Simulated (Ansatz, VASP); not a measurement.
# One calculation of Mg, two programs

```
Mg
1.0
     0.00000    2.94686    2.94686
     2.94686    0.00000    2.94686
     2.94686    2.94686    0.00000
Mg
2
Direct
  0.50000 0.50000 0.50000
  0.75000 0.75000 0.75000
```

Alike in both runs: task relaxation of cell and atoms; functional PBEsol; k mesh 6 × 6 × 6; occupations gaussian, width 0.1 eV; no spin polarisation.

```csv
,VASP,Ansatz
version,VASP 6.6.1,Ansatz 0.2.0
potentials or method,"VASP PAW PBE potentials, release 64 (Mg_sv), cutoff 750 eV","scalar-relativistic, plane waves, PAW"
valence electrons in the cell,20,20
```

VASP gave:

```
gap on the k mesh at the Fermi level, each at its own relaxed structure (eV) : none
relaxed volume (Å³/atom)                                                     : 38.90
relaxed cell length with the largest relative difference (Å)                 : 4.792
```

Problem. Estimate Ansatz's values.

Solution. gap on the k mesh at the Fermi level, each at its own relaxed structure (eV): none; relaxed volume (Å³/atom): 38.59; relaxed cell length with the largest relative difference (Å): 4.779.

VASP's potentials were made for PBE, not for PBEsol. A gap of «none» marks a metal or a gap that the smearing closes.

Noted on VASP's run: the volume moved by over 15 % at a fixed basis, so the end points are rough.
